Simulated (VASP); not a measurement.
# LiBr (rocksalt type): single point with PBE

Crystal: LiBr (rocksalt type).

```
Li Br
1.0
     0.00000    2.75479    2.75479
     2.75479    0.00000    2.75479
     2.75479    2.75479    0.00000
Li Br
1 1
Direct
  0.00000 0.00000 0.00000
  0.49455 0.50545 0.50545
```

This cell differs from its parent crystal: atom 2 (Br) moved by [0.03, 0.0, 0.0] A.

- Program: VASP 6.6.1
- Task: single point
- Functional: PBE
- Potentials or basis: VASP PAW PBE potentials, release 64 (Li_sv, Br)
- Cutoff: 750 eV
- k mesh: 12 × 12 × 12
- Occupations: fermi-dirac, width 0.08 eV
- Spin: no spin polarisation
- Dipole correction: no
- Further INCAR settings: ALGO = Normal; EDIFF = 1e-06; NBANDS = 12

```json
{
  "Pressure": "0.0 GPa",
  "Largest force": "0.014 eV/Å",
  "Band gap on the k mesh": "4.92 eV, indirect (least direct gap 4.92 eV)"
}
```

Forces on the atoms (eV/Å):
```
Li   0.014  0.000  0.000
Br  -0.014  0.000  0.000
```

Levels at points of the mesh, in eV from the valence-band top:
```tsv
k point	band 3	band 4	band 5	band 6	band 7	band 8
(0.00, 0.00, 0.00)	-0.01	-0.01	-0.01	4.92	10.49	10.49
(0.50, 0.00, 0.00)	-2.86	-0.27	-0.27	5.62	8.10	8.10
(0.50, 0.50, 0.00)	-2.86	-1.13	-1.13	6.23	7.11	11.58
(0.00, 0.50, 0.50)	-2.86	-1.13	-1.13	6.23	7.12	11.58
```

Run time: 2.9 min on 1 thread of Intel Xeon 8259CL, on a shared host, peak memory 0.3 GiB.

Caveat: the cell differs from its parent crystal (atom 2 (Br) moved by [0.03, 0.0, 0.0] A). A k mesh can miss the band edges.
